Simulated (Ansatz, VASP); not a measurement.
## One calculation of SiNi3, two programs

```
Si Ni
1.0
     3.68157    0.00000    0.00000
     0.00000    3.68157    0.00000
     0.00000    0.00000    3.50626
Si Ni
1 3
Cartesian
  0.0000 0.0000 0.0000
  0.0000 1.8408 1.7531
  1.8408 0.0000 1.7531
  1.8408 1.8408 0.0000
```

Change from the starting cell: strain +0.050 along x and y, +0.000 along z, atoms carried along.

Alike in both runs: task single point; functional PBE; k mesh 14 × 14 × 14; occupations gaussian, width 0.15 eV; no spin polarisation.

```csv
,VASP,Ansatz
version,VASP 6.6.1,Ansatz 0.2.0
potentials or method,"VASP PAW PBE potentials, release 64 (Si, Ni), cutoff 520 eV","scalar-relativistic, plane waves, PAW"
valence electrons in the cell,34,58
```

```tsv
	VASP	Ansatz	Ansatz less VASP
gap on the k mesh at the Fermi level (eV)	none	none	-
pressure (GPa)	-16.2	-16.3	-0.12
traceless stress, the component that is largest in VASP (GPa)	3.47	3.55	+0.076
```

A gap of «none» marks a metal or a gap that the smearing closes. With one functional, cell and mesh, what is left measures potentials, basis and numerics. VASP's potentials hold 34 valence electrons a cell and Ansatz's 58, so a difference there can come from the potentials and not from the codes.
